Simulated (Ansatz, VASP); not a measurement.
**V: VASP beside Ansatz**

```
V
1.0
    -3.04775    3.04712    1.19204
     3.04712   -3.04775    1.19204
     1.69464    1.69464   -1.19320
V
2
Direct
  0.00001 0.99999 0.00000
  0.74999 0.25001 0.50000
```

Alike in both runs: task single point; functional RPBE; k mesh 16 × 16 × 14; occupations fermi-dirac, width 0.1 eV; no spin polarisation.

|  | VASP | Ansatz |
| --- | --- | --- |
| version | VASP 6.6.1 | Ansatz 0.2.0 |
| potentials or method | VASP PAW PBE potentials, release 64 (V_sv), cutoff 520 eV | plane waves (420 eV) with PAW, scalar-relativistic |
| valence electrons in the cell | 26 | 26 |

```tsv
	VASP	Ansatz	Ansatz less VASP
pressure (GPa)	27.5	27.0	-0.42
traceless stress, the component that is largest in VASP (GPa)	0.33	0.32	-0.011
```

VASP's potentials were made for PBE, not for RPBE. With one functional, cell and mesh, what is left measures potentials, basis and numerics.
